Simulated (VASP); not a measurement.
Wanted: the native input for a VASP 6.6.1 run.

```yaml
Task: single point
Functional: PBE
Potentials_or_basis: VASP PAW PBE potentials, release 64 (Ga_d, Pt, F)
Cutoff: 520 eV
k_mesh: 8 × 8 × 8
Occupations: gaussian, width 0.1 eV
Spin: no spin polarisation
Dipole_correction: no
Further_INCAR_settings: ALGO = Normal; EDIFF = 1e-07; NBANDS = 49
```

The structure of Ga2PtF6 lies in POSCAR:

```
Ga2PtF6
1.0
    0.0000000000      3.9571029990      3.9571029990
    3.9571029990      0.0000000000      3.9571029990
    3.9571029990      3.9571029990      0.0000000000
Ga Pt F
2 1 6
Direct
    0.7500000000      0.7500000000      0.7500000000
    0.2500000000      0.2500000000      0.2500000000
    0.0000000000      0.0000000000      0.0000000000
    0.5000000000      0.0000000000      0.0000000000
    0.0000000000      0.5000000000      0.5000000000
    0.0000000000      0.5000000000      0.0000000000
    0.5000000000      0.0000000000      0.5000000000
    0.0000000000      0.0000000000      0.5000000000
    0.5000000000      0.5000000000      0.0000000000
```

This cell differs from its parent crystal: atoms taken out.

The input as run:

INCAR

```
  ALGO = Normal
  EDIFF = 1E-7
  ENCUT = 520
  GGA = PE
  ISIF = 2
  ISMEAR = 0
  LASPH = T
  LCHARG = F
  LREAL = F
  LWAVE = F
  NBANDS = 49
  NELM = 100
  PREC = Accurate
  SIGMA = 0.1
```

KPOINTS

```
k-points
0
Gamma
  8 8 8
```

Potentials or basis: VASP PAW PBE potentials, release 64 (Ga_d, Pt, F).

Command:

```bash
$ cat potpaw_PBE.64/Ga_d/POTCAR potpaw_PBE.64/Pt/POTCAR potpaw_PBE.64/F/POTCAR > POTCAR
$ mpirun -np 1 vasp_std > vasp.out
```

It gave:

| Quantity | Value |
| --- | --- |
| Pressure | 0.4 GPa |
| Band gap on the k mesh | zero (bands 39 and 40 overlap by 0.54 eV) |

Caveat: the cell differs from its parent crystal (atoms taken out); spin-orbit coupling is left out, which moves the levels of the heavy elements.

Wall time 2.7 min on 1 thread of AMD EPYC 7R13 Processor (Zen 3), with other jobs on the host, peak memory 0.32 GiB.
